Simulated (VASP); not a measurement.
**HfN (HfN (100), 2 layers): single point with PBE**

The system is HfN (HfN (100), 2 layers), a slab with vacuum.

```xyz
4
Lattice="3.2160 0.0000 0.0000 0.0000 3.2160 0.0000 0.0000 0.0000 18.2740" Properties=species:S:1:pos:R:3 pbc="T T T"
Hf    0.0000    0.0000    8.0000
Hf    1.6080    1.6080   10.2740
N     1.6080    1.6080    8.0000
N     0.0000    0.0000   10.2740
```

```
Program                : VASP 6.6.1
Task                   : single point
Functional             : PBE
Potentials or basis    : VASP PAW PBE potentials, release 64 (Hf_pv, N)
Cutoff                 : 520 eV
k mesh                 : 11 × 11 × 1
Occupations            : fermi-dirac, width 0.08 eV
Spin                   : no spin polarisation
Dipole correction      : yes
Further INCAR settings : ALGO = Normal; EDIFF = 1e-07; NBANDS = 23
```

```yaml
Largest_force: 1.105 eV/Å
Band_gap_on_the_k_mesh: zero (band 15 reaches 0.89 eV, above the bottom of band 16 at -1.44 eV)
```

Forces in eV/Å, atoms in the order of the input:
```
Hf   0.000  0.000  1.105
Hf   0.000  0.000 -1.105
N    0.000  0.000 -0.063
N    0.000  0.000  0.063
```

Levels at points of the mesh, in eV from the Fermi level:
| k point | band 13 | band 14 | band 15 | band 16 | band 17 | band 18 |
| --- | --- | --- | --- | --- | --- | --- |
| (0.00, 0.00, 0.00) | -2.70 | -2.61 | -2.61 | -1.01 | -0.67 | 1.16 |

Wall time 46 s on 1 thread of Intel(R) Xeon(R) 6975P-C (Granite Rapids) (shared host), peak memory 0.3 GiB.

Caveat: spin-orbit coupling is left out, which moves the levels of the heavy elements.
